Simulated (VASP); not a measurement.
Cl: single point with PBEsol

Cl:

```xyz
4
Lattice="3.0950 -2.2096 -0.0012 3.0950 2.2096 0.0012 0.0000 0.0043 8.9144" Properties=species:S:1:pos:R:3 pbc="T T T"
Cl    3.0950    1.5484    0.6720
Cl    3.0950   -0.6785    3.2921
Cl    3.0950   -1.5441    8.2423
Cl    3.0950    0.6828    5.6223
```

This cell differs from its parent crystal: strained and its atoms moved.

| Quantity | Value |
| --- | --- |
| Program | VASP 6.6.1 |
| Task | single point |
| Functional | PBEsol |
| Potentials or basis | VASP PAW PBE potentials, release 64 (Cl) |
| Cutoff | 520 eV |
| k mesh | 8 × 8 × 4 |
| Occupations | gaussian, width 0.02 eV |
| Spin | no spin polarisation |

| Quantity | Value |
| --- | --- |
| Pressure | -1.7 GPa |
| Largest force | 2.476 eV/Å |
| Band gap on the k mesh | 0.05 eV, indirect (least direct gap 0.14 eV) |

Forces on the atoms (eV/Å):
```
Cl   0.000 -1.294  2.110
Cl   0.000  1.022  1.871
Cl   0.000  1.294 -2.110
Cl   0.000 -1.022 -1.871
```

Stress tensor (GPa, compression positive):
```
 0.37  0.00  0.00
 0.00 -0.40 -6.75
 0.00 -6.75 -5.18
```

Levels at points of the mesh, in eV from the valence-band top:
```csv
k point,band 12,band 13,band 14,band 15,band 16,band 17
"(0.00, 0.00, 0.00)",-0.46,-0.34,0.00,0.14,3.20,6.54
"(0.50, 0.00, 0.00)",-0.70,-0.61,-0.13,0.38,3.27,7.74
"(0.50, 0.50, 0.00)",-1.09,-0.67,-0.42,0.09,2.98,8.38
"(0.00, 0.00, 0.50)",-0.52,-0.33,0.00,0.14,3.12,6.88
"(0.50, 0.00, 0.50)",-0.66,-0.31,-0.07,0.11,3.22,7.83
"(0.50, 0.50, 0.50)",-0.86,-0.76,-0.69,0.05,2.95,8.73
```

It took 2.7 min on 1 thread of Intel(R) Xeon(R) Platinum 8259CL CPU @ 2.50GHz (Skylake/Cascade Lake), with other jobs on the host, peak memory 0.3 GiB.

Caveat: the cell differs from its parent crystal (strained and its atoms moved); the PAW data sets were made with another functional, which shifts forces and pressure a little. A k mesh can miss the band edges.
